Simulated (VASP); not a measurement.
Ni, 1 atom in the cell. It takes space group Fm-3m (No. 225, cubic). The conventional cell has a = 2.888 Å, b = 2.888 Å, c = 2.888 Å, α = 90.00°, β = 90.00°, γ = 90.00°. Within 2.7 Å of Ni (site symmetry m-3m) lie 12 Ni at 2.04 Å.  This cell differs from its parent crystal: volume scaled by 0.58.

- Program: VASP 6.6.1
- Task: single point
- Functional: PBEsol
- Potentials or basis: VASP PAW PBE potentials, release 64 (Ni)
- Cutoff: 520 eV
- k mesh: 19 × 19 × 19
- Occupations: fermi-dirac, width 0.05 eV
- Spin: collinear spin, ferromagnetic start
- Starting moments: [1.0] μB
- Dipole correction: no
- Further INCAR settings: ALGO = Normal; EDIFF = 1e-06; NBANDS = 15

Potentials or basis: VASP PAW PBE potentials, release 64 (Ni).

Run with:

```bash
$ cat potpaw_PBE.64/Ni/POTCAR > POTCAR
$ mpirun -np 1 vasp_std > vasp.out
```

Hardware: 1 thread of Intel(R) Xeon(R) 6975P-C (Granite Rapids) (shared host).

**Question.** Estimate the wall time of this run.

**Answer.** It took 16 s on 1 thread of Intel(R) Xeon(R) 6975P-C (Granite Rapids) (shared host), peak memory 0.14 GiB. Counts: scf iterations 13, k points 220.
